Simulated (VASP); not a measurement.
A run of VASP 6.6.1 is set up as follows.

The input INCAR:

```
SYSTEM = WSeS
PREC     = Accurate       ! precision mode
ENCUT    = 400            ! plane-wave cutoff, eV
EDIFF    = 1E-6           ! SCF threshold, eV
ISMEAR   = 0              ! smearing method
SIGMA    = 0.03           ! smearing width, eV
LREAL    = .FALSE.        ! projectors in reciprocal space
LASPH    = .TRUE.         ! aspherical terms in the spheres
NELM     = 120            ! most SCF steps
ALGO     = Normal         ! electronic algorithm
ISIF     = 2              ! what is computed and relaxed
LWAVE    = .FALSE.        ! write WAVECAR
LCHARG   = .FALSE.        ! write CHGCAR
LDIPOL   = .TRUE.       
IDIPOL   = 3            
DIPOL    = 0.5 0.5 0.284
GGA      = CA             ! functional
NBANDS   = 20             ! bands
GGA_COMPAT= .FALSE.      
NELMDL   = -8
```

The input KPOINTS:

```
regular mesh
0
G
  12 12 1
  0 0 0
```

File POSCAR:

```
WSeS
1.0
    3.1856137038      0.0000000000      0.0000000000
   -1.5928068519      2.7588223941      0.0000000000
    0.0000000000      0.0000000000     30.1999999990
S W Se
1 1 1
Direct
    0.6666666667      0.3333333333      0.2315418624
    0.3333333333      0.6666666667      0.2821058815
    0.6666666667      0.3333333333      0.3383390112
```

Potentials or basis: VASP PAW LDA potentials, release 64 (S, W_sv, Se).

Run with:

```bash
$ cat potpaw_LDA.64/S/POTCAR potpaw_LDA.64/W_sv/POTCAR potpaw_LDA.64/Se/POTCAR > POTCAR
$ mpirun -np 1 vasp_std > vasp.out
```

Problem. What does it give for the band gap on the k mesh?

Solution. 1.84 eV, indirect (least direct gap 1.89 eV).

Problem. What does it give for the largest force?

Solution. 0.108 eV/Å.

Forces on the atoms (eV/Å):
```
S    0.000  0.000 -0.048
W    0.000  0.000 -0.060
Se   0.000  0.000  0.108
```

Caveat: spin-orbit coupling is left out, which moves the levels of the heavy elements.
